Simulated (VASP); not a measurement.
Set up this calculation in VASP 6.6.1, as the native input.

```yaml
Task: single point
Functional: PBE
Potentials_or_basis: VASP PAW PBE potentials, release 64 (Si, C)
Cutoff: 520 eV
k_mesh: 16 × 16 × 9
Occupations: fermi-dirac, width 0.02 eV
Spin: no spin polarisation
Dipole_correction: no
Further_INCAR_settings: ALGO = Normal; EDIFF = 1e-06; NBANDS = 16
```

The structure of SiC (Moissanite) lies in POSCAR:

```
SiC
1.0
    3.1363290418      0.0000000000      0.0000000000
   -1.5681645209      2.7161406248      0.0000000000
    0.0000000000      0.0000000000      5.1470055276
Si C
2 2
Direct
    0.3333333333      0.6666666667      0.0044955126
    0.6666666667      0.3333333333      0.5044955126
    0.3333333333      0.6666666667      0.3805044874
    0.6666666667      0.3333333333      0.8805044874
```

This cell differs from its parent crystal: volume scaled by 1.06, then relaxed in part.

These files were run (other wordings do the same):

INCAR

```
SYSTEM = SiC
PREC = Accurate
ENCUT = 520
EDIFF = 1E-6
ISMEAR = -1
SIGMA = 0.02
LREAL = .False.
LASPH = .True.
NELM = 60
ALGO = Normal
ISIF = 2
LWAVE = .False.
LCHARG = .True.
GGA = PE
LELF = .True.
LVHAR = .True.
NBANDS = 16
```

KPOINTS

```
regular mesh
0
Gamma
  16 16 9
  0 0 0
```

Potentials or basis: VASP PAW PBE potentials, release 64 (Si, C).

Run with:

```sh
$ cat potpaw_PBE.64/Si/POTCAR potpaw_PBE.64/C/POTCAR > POTCAR
$ mpirun -np 1 vasp_std > vasp.out
```

Results of the run:

The pressure is -8.4 GPa, the largest force is 0.006 eV/Å and the band gap on the k mesh is 2.44 eV, indirect (least direct gap 3.86 eV).

Run time: 53 s on 1 thread of AMD EPYC 9R45 96-Core Processor (Zen 5) (shared host), peak memory 0.19 GiB.
